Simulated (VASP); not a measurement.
# GaCuSe2 (I-42d) in VASP: single point with PBE

Aim: the single point of GaCuSe2 with PBE.

Program: VASP 6.6.1. These are calculated values, not measurements. Logs are shortened: lines on timing, memory, paths and dates and some standing lists are left out, and cuts for length are marked.

**Experimental background.**

“Growth and anisotropy of transport properties of CuGaSe2 single crystals”, 2018, pmc:6251020 reports, for a bulk crystal of GaCuSe2: band gap 1.72 eV.

How close the calculation comes is told below.

**1. The cell of the first run**

The structure is tetragonal, space group I-42d (No. 122). The conventional cell has a = 5.673 Å, b = 5.673 Å, c = 11.260 Å, α = 90.00°, β = 90.00°, γ = 90.00°. Ga (site symmetry -4) has 4 Se at 2.47 Å within 3.3 Å. Within 3.2 Å of Cu (site symmetry -4) lie 4 Se at 2.43 Å. Within 3.2 Å of Se (site symmetry 2) lie 2 Cu at 2.43 Å and 2 Ga at 2.47 Å.

**2. Single point, PBE**

INCAR

```
SYSTEM = GaCuSe2
PREC = Accurate
ENCUT = 520
EDIFF = 1E-7
ISMEAR = -1
SIGMA = 0.02
LREAL = .False.
LASPH = .True.
NELM = 80
ALGO = Normal
ISIF = 2
LWAVE = .False.
LCHARG = .False.
GGA = PE
NBANDS = 46
```

KPOINTS

```
Automatic mesh
0
Gamma
  6 6 6
  0 0 0
```

POSCAR

```
GaCuSe2
1.0
   -2.8363356525      2.8363356525      5.6299679632
    2.8363356525     -2.8363356525      5.6299679632
    2.8363356525      2.8363356525     -5.6299679632
Ga Cu Se
2 2 4
Direct
    0.5000000000      0.5000000000      0.0000000000
    0.2500000000      0.7500000000      0.5000000000
    0.0000000000      0.0000000000      0.0000000000
    0.7500000000      0.2500000000      0.5000000000
    0.3750000000      0.3687906100      0.4937906100
    0.6312093900      0.1250000000      1.0062093900
    0.8750000000      0.8812093900      0.5062093900
    0.1187906100      0.6250000000     -0.0062093900
```

Potentials or basis: VASP PAW PBE potentials, release 64 (Ga_d, Cu, Se).

Run with:

```console
$ cat potpaw_PBE.64/Ga_d/POTCAR potpaw_PBE.64/Cu/POTCAR potpaw_PBE.64/Se/POTCAR > POTCAR
$ mpirun -np 1 vasp_std > vasp.out
```

OUTCAR:

```text
SYSTEM = GaCuSe2
   PREC = Accurate
   ENCUT = 520
   EDIFF = 1E-7
   ISMEAR = -1
   LREAL = .False.
   LASPH = .True.
   NELM = 80
   ISIF = 2
   GGA = PE

 ion  position               nearest neighbor table
   1  0.500  0.500  0.000-   6 2.47   8 2.47   7 2.47   5 2.47
   2  0.250  0.750  0.500-   5 2.47   7 2.47   6 2.47   8 2.47
   3  0.000  0.000  0.000-   5 2.43   8 2.43   7 2.43   6 2.43
   4  0.750  0.250  0.500-   5 2.43   8 2.43   7 2.43   6 2.43
   5  0.375  0.369  0.494-   3 2.43   4 2.43   2 2.47   1 2.47
   6  0.631  0.125  0.006-   3 2.43   4 2.43   1 2.47   2 2.47
   7  0.875  0.881  0.506-   3 2.43   4 2.43   2 2.47   1 2.47
   8  0.119  0.625  0.994-   3 2.43   4 2.43   1 2.47   2 2.47

  LATTYP: Found a body centered tetragonal cell.
 ALAT       =     5.6726713050
 C/A-ratio  =     1.9849441861

  Lattice vectors:

 A1 = (  -2.8363356525,   2.8363356525,   5.6299679632)
 A2 = (   2.8363356525,  -2.8363356525,   5.6299679632)
 A3 = (   2.8363356525,   2.8363356525,  -5.6299679632)

Analysis of symmetry for initial positions (statically):
=====================================================================
 Subroutine PRICEL returns:
 Original cell was already a primitive cell.

 Routine SETGRP: Setting up the symmetry group for a
 body centered tetragonal supercell.

 Subroutine GETGRP returns: Found  8 space group operations
 (whereof  4 operations were pure point group operations)
 out of a pool of 16 trial point group operations.

The static configuration has the point symmetry S_4 .
 The point group associated with its full space group is D_2d.

Analysis of symmetry for dynamics (positions and initial velocities):
=====================================================================
 Subroutine PRICEL returns:
 Original cell was already a primitive cell.

 Routine SETGRP: Setting up the symmetry group for a
 body centered tetragonal supercell.

 Subroutine GETGRP returns: Found  8 space group operations
 (whereof  4 operations were pure point group operations)
 out of a pool of 16 trial point group operations.

The dynamic configuration has the point symmetry S_4 .
 The point group associated with its full space group is D_2d.

 Subroutine INISYM returns: Found  8 space group operations
 (whereof  4 operations are pure point group operations),
 and found     1 'primitive' translations

----------------------------------------------------------------------------------------

                                     Primitive cell

  volume of cell :     181.1679

  direct lattice vectors                    reciprocal lattice vectors
    -2.836335652  2.836335652  5.629967963     0.000000000  0.176283791  0.088810452
     2.836335652 -2.836335652  5.629967963     0.176283791  0.000000000  0.088810452
     2.836335652  2.836335652 -5.629967963     0.176283791  0.176283791  0.000000000

  length of vectors
     6.912751922  6.912751922  6.912751922     0.197391163  0.197391163  0.249302927

  position of ions in fractional coordinates (direct lattice)
     0.500000000  0.500000000  0.000000000
     0.250000000  0.750000000  0.500000000
     0.000000000  0.000000000  0.000000000
     0.750000000  0.250000000  0.500000000
     0.375000000  0.368790610  0.493790610
     0.631209390  0.125000000  0.006209390
     0.875000000  0.881209390  0.506209390
     0.118790610  0.625000000  0.993790610

  ion indices of the primitive-cell ions
   primitive index   ion index
                 1           1
                 2           2
                 3           3
                 4           4
                 5           5
                 6           6
                 7           7
                 8           8

----------------------------------------------------------------------------------------

 KPOINTS: Automatic mesh

Automatic generation of k-mesh.
 Grid dimensions read from file:
 generate k-points for:    6    6    6

 Generating k-lattice:

  Cartesian coordinates                     Fractional coordinates (reciprocal lattice)
     0.000000000  0.029380632  0.014801742     0.166666667  0.000000000 -0.000000000
     0.029380632  0.000000000  0.014801742     0.000000000  0.166666667 -0.000000000
     0.029380632  0.029380632  0.000000000     0.000000000  0.000000000  0.166666667

  Length of vectors
     0.032898527  0.032898527  0.041550488

  Shift w.r.t. Gamma in fractional coordinates (k-lattice)
     0.000000000  0.000000000  0.000000000

 Subroutine IBZKPT returns following result:
 ===========================================

 Found     30 irreducible k-points:

 Following reciprocal coordinates:
            Coordinates               Weight
  0.000000  0.000000  0.000000      1.000000
  0.166667  0.000000 -0.000000      8.000000
  0.333333  0.000000 -0.000000      8.000000
  0.500000  0.000000 -0.000000      4.000000
  0.166667  0.166667  0.000000      8.000000
  0.333333  0.166667  0.000000     16.000000
[... 16 lines left out ...]
 -0.333333 -0.333333  0.166667      8.000000
 -0.166667 -0.333333  0.166667      8.000000
 [... further k-points ...]
   k-points           NKPTS =     30   k-points in BZ     NKDIM =     30   number of bands    NBANDS=     46
   number of dos      NEDOS =    301   number of ions     NIONS =      8
   total plane-waves  NPLWV = 157464
   dimension x,y,z NGX =    54 NGY =   54 NGZ =   54
   dimension x,y,z NGXF=   108 NGYF=  108 NGZF=  108
   ions per type =               2   2   4
   NGX,Y,Z   is equivalent  to a cutoff of  12.99, 12.99, 12.99 a.u.
   NGXF,Y,Z  is equivalent  to a cutoff of  25.97, 25.97, 25.97 a.u.
 SYSTEM =  GaCuSe2
   PREC   = accura    normal or accurate (medium, high low for compatibility)
   ISTART =      0    job   : 0-new  1-cont  2-samecut
   ICHARG =      2    charge: 1-file 2-atom 10-const
   ISPIN  =      1    spin polarized calculation?
   LNONCOLLINEAR =      F non collinear calculations
   LSORBIT =      F    spin-orbit coupling
   LASPH  =      T    aspherical Exc in radial PAW
   ENCUT  =  520.0 eV  38.22 Ry    6.18 a.u.  12.85 12.85 12.85*2*pi/ulx,y,z
   NELM   =     80;   NELMIN=  2; NELMDL= -5     # of ELM steps
   EDIFF  = 0.1E-06   stopping-criterion for ELM
   LREAL  =      F    real-space projection
   EDIFFG = 0.1E-05   stopping-criterion for IOM
   NSW    =      0    number of steps for IOM
   IBRION =     -1    ionic relax: 0-MD 1-quasi-New 2-CG
   NFREE  =      0    steps in history (QN), initial steepest desc. (CG)
   ISIF   =      2    stress and relaxation
   ISYM   =      2    0-nonsym 1-usesym 2-fastsym
   POTIM  = 0.5000    time-step for ionic-motion
   TEBEG  =    0.0;   TEEND  =   0.0 temperature during run
   PSTRESS=    0.0 pullay stress
   NELECT =      72.0000    total number of electrons
   NUPDOWN=      -1.0000    fix difference up-down
   EMIN   =  10.00;   EMAX   =-10.00  energy-range for DOS
   EFERMI =   0.00;   METHOD = LEGACY
   ISMEAR =    -1;   SIGMA  =   0.02  broadening in eV -4-tet -1-fermi 0-gaus
   EFERMI_NEDOS =   21; number of points for ismear=-14 and -15
   IALGO  =     38    algorithm
   IMIX   =      4    mixing-type and parameters
     AMIX     =   0.40;   BMIX     =  1.00
     AMIX_MAG =   1.60;   BMIX_MAG =  1.00
  volume/ion in A,a.u.               =      22.65       152.82
  Fermi-wavevector in a.u.,A,eV,Ry     =   1.203627  2.274525 19.711006  1.448718
  Thomas-Fermi vector in A             =   2.339375
   LORBIT       =      0    0 simple, 1 ext, 2 COOP (PROOUT), +10 PAW based schemes
   GGA     = PE    functional components
   LHFCALC =     F    Hartree Fock is set to
   AEXX    =    0.0000 exact exchange contribution
   IVDW    =     0    specifies the selected vdW correction
   LEPSILON=     F    determine dielectric tensor
   LRPA    =     F    only Hartree local field effects (RPA)
 non-spin polarized calculation
  energy-cutoff  :      520.00
  volume of cell :      181.17
 maximum number of plane-waves:      4936
 NGX is ok and might be reduce to    54
   NGX = 25   NGY = 25   NGZ = 25

 number of electron      72.0000011 magnetization

 Free energy of the ion-electron system (eV)
  ---------------------------------------------------
  ext. energy  EPLUGINS =         0.00000000
  ---------------------------------------------------
  free energy    TOTEN  =       -31.12814946 eV

  energy without entropy =      -31.12786274  energy(sigma->0) =      -31.12800610

 E-fermi :   3.6748     XC(G=0):  -9.4507

 val. band max:        3.6677498256   @ k =   0.0000   0.0000   0.0000
 cond. band min:       3.6796936279   @ k =   0.0000   0.0000   0.0000
 fundamental gap:      0.0119438023
 Fermi energy:         3.6748189789

 k-point     1 :       0.0000    0.0000    0.0000
  band No.  band energies     occupation
      1     -11.7993      2.00000
      2     -11.7970      2.00000
      3     -11.7970      2.00000
      4     -11.6754      2.00000
      5     -11.6624      2.00000
      6     -11.6624      2.00000
[... 38 lines left out ...]
     45       8.4320      0.00000
     46       8.6630      0.00000

 k-point     2 :       0.1667    0.0000   -0.0000
  band No.  band energies     occupation
      1     -11.8017      2.00000
      2     -11.7986      2.00000
      3     -11.7933      2.00000
      4     -11.6803      2.00000
      5     -11.6683      2.00000
      6     -11.6613      2.00000
[... 38 lines left out ...]
     45       8.5757      0.00000
     46       8.9896      0.00000

 k-point     3 :       0.3333    0.0000   -0.0000
  band No.  band energies     occupation
      1     -11.8075      2.00000
      2     -11.8014      2.00000
      3     -11.7832      2.00000
      4     -11.6975      2.00000
      5     -11.6721      2.00000
      6     -11.6596      2.00000
[... 1018 lines left out ...]
     45       9.1678      0.00000
     46       9.2333      0.00000

 k-point    24 :      -0.1667   -0.3333    0.1667
  band No.  band energies     occupation
      1     -11.8023      2.00000
      2     -11.8001      2.00000
      3     -11.7843      2.00000
      4     -11.7043      2.00000
      5     -11.6627      2.00000
      6     -11.6587      2.00000
[... 38 lines left out ...]
     45       8.7018      0.00000
     46       9.0149      0.00000

 [... further k-points ...]

------------------------ aborting loop because EDIFF is reached ----------------------------------------

  FORCE on cell =-STRESS in cart. coord.  units (eV):
  Direction    XX          YY          ZZ          XY          YZ          ZX
  --------------------------------------------------------------------------------------
  -------------------------------------------------------------------------------------
  Total        0.1955119      0.1955119      0.1963671      0.0000000     -0.0000000      0.0000000
  in kB        1.7290306      1.7290306      1.7365930      0.0000000     -0.0000000      0.0000000
  external PRESSURE =       1.7315514 kB  Pullay stress =       0.0000000 kB

 VOLUME and BASIS-vectors are now :
 -----------------------------------------------------------------------------
  energy-cutoff  :      520.00
  volume of cell :      181.17
      direct lattice vectors                 reciprocal lattice vectors
    -2.836335652  2.836335652  5.629967963     0.000000000  0.176283791  0.088810452
     2.836335652 -2.836335652  5.629967963     0.176283791  0.000000000  0.088810452
     2.836335652  2.836335652 -5.629967963     0.176283791  0.176283791  0.000000000

 POSITION                                       TOTAL-FORCE (eV/Angst)
 -----------------------------------------------------------------------------------
      0.00000      0.00000      5.62997        -0.000000      0.000000     -0.000000
      2.83634      0.00000      2.81498        -0.000000      0.000000     -0.000000
      0.00000      0.00000      0.00000        -0.000000      0.000000     -0.000000
      0.00000      2.83634      2.81498        -0.000000      0.000000      0.000000
      1.38294      1.41817      1.40749         0.013134      0.000000     -0.000000
     -1.41817      1.45339      4.22248        -0.000000     -0.013134      0.000000
      1.45339      1.41817      7.03746        -0.013134      0.000000      0.000000
      4.25450      1.38294     -1.40749        -0.000000      0.013134     -0.000000
 -----------------------------------------------------------------------------------
    total drift:                               -0.000005     -0.000005     -0.000010

  FREE ENERGIE OF THE ION-ELECTRON SYSTEM (eV)
  ---------------------------------------------------
  free  energy   TOTEN  =       -31.1281494625 eV

  energy  without entropy=      -31.1278627444  energy(sigma->0) =      -31.12800610
```

It took 4.9 min on 1 thread of Intel Xeon 6975P-C (Granite Rapids), shared host; peak memory 0.54 GiB.

Results:

```
Free energy            : -31.1281 eV
Pressure               : 0.2 GPa
Largest force          : 0.013 eV/Å
Band gap on the k mesh : 0.01 eV
```

Forces in eV/Å, atoms in the order of the input:
```
Ga   0.000  0.000  0.000
Ga   0.000  0.000  0.000
Cu   0.000  0.000  0.000
Cu   0.000  0.000  0.000
Se   0.013  0.000  0.000
Se   0.000 -0.013  0.000
Se  -0.013  0.000  0.000
Se   0.000  0.013  0.000
```

Caveat: semilocal functionals underestimate gaps, and a narrow one can read as zero.

**3. How close it comes**

Step 2. Measured gap of GaCuSe2: 1.72 eV (“Growth and anisotropy of transport properties of CuGaSe2 single crystals”, 2018, pmc:6251020). This calculation gives 0.01 eV (-1.71 eV). So large a miss can be the level of theory's own, or it may mean another phase, state or a wrong row. 2 values of this kind are on record in papers (1.7 to 1.72 eV); this one was drawn at random among those near their median. Spin-orbit coupling on Ga, Se is left out. The value is that of PBE, without temperature or zero-point motion. Semilocal functionals fall short of measured gaps as a rule.
